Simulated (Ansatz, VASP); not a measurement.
## Sb: VASP beside Ansatz

File POSCAR:

```
Sb
1.0
   -1.8713408863      1.8713408863      1.8713408863
    1.8713408863     -1.8713408863      1.8713408863
    1.8713408863      1.8713408863     -1.8713408863
Sb
1
Direct
    0.0000000000      0.0000000000      0.0000000000
```

File INCAR.step1:

```
  PREC = Accurate
  ENCUT = 400
  EDIFF = 1E-5
  ISMEAR = -1
  SIGMA = 0.05
  LREAL = F
  LASPH = T
  NELM = 120
  ALGO = Normal
  ISIF = 2
  LWAVE = T
  GGA = PE
  NBANDS = 14
  GGA_COMPAT = F
```

File INCAR.step2:

```
  PREC = Accurate
  ENCUT = 400
  EDIFF = 1E-6
  ISMEAR = -1
  SIGMA = 0.05
  LREAL = F
  LASPH = T
  NELM = 120
  ALGO = Normal
  ISIF = 2
  LWAVE = F
  LCHARG = T
  GGA = PE
  LHFCALC = T
  AEXX = 0.25
  PRECFOCK = Normal
  LELF = T
  LVHAR = T
  ISTART = 1
  NBANDS = 14
  GGA_COMPAT = F
```

File KPOINTS:

```
regular mesh
0
Gamma
  6 6 6
```

The input input.yaml:

```yaml
crystal:
  lattice:
    - [-1.8713408863, 1.8713408863, 1.8713408863]
    - [1.8713408863, -1.8713408863, 1.8713408863]
    - [1.8713408863, 1.8713408863, -1.8713408863]
  atoms:
    - { symbol: Sb, position: [0.0, 0.0, 0.0] }
hamiltonian:
  xc: pbe0
  pseudopotentials: { kind: paw }
kpoints:
  mp_grid: { grid: [6, 6, 6] }
scf:
  occupations: { method: fermi_dirac, width: 0.05 }
output:
  forces: true
  stress: true
  eigenvalues: true
```

Alike in both runs: task single point; functional PBE0; k mesh 6 × 6 × 6; occupations fermi-dirac, width 0.05 eV; no spin polarisation.

|  | VASP | Ansatz |
| --- | --- | --- |
| version | VASP 6.6.1 | Ansatz 0.2.0 |
| potentials or method | VASP PAW PBE potentials, release 64 (Sb_d_GW) | Ansatz PAW |
| plane-wave cutoff (eV) | 400 | 420 |
| valence electrons in the cell | 15 | 15 |

Ansatz gave:

* gap on the k mesh at the Fermi level (eV): none
* pressure (GPa): 1.0

Problem. Which values does VASP return?

Solution. gap on the k mesh at the Fermi level (eV): none; pressure (GPa): 0.4.

A gap of «none» marks a metal or a gap that the smearing closes.

The k mesh is coarse, so the values compare programs but aren't converged. Neither program's run includes spin-orbit coupling.
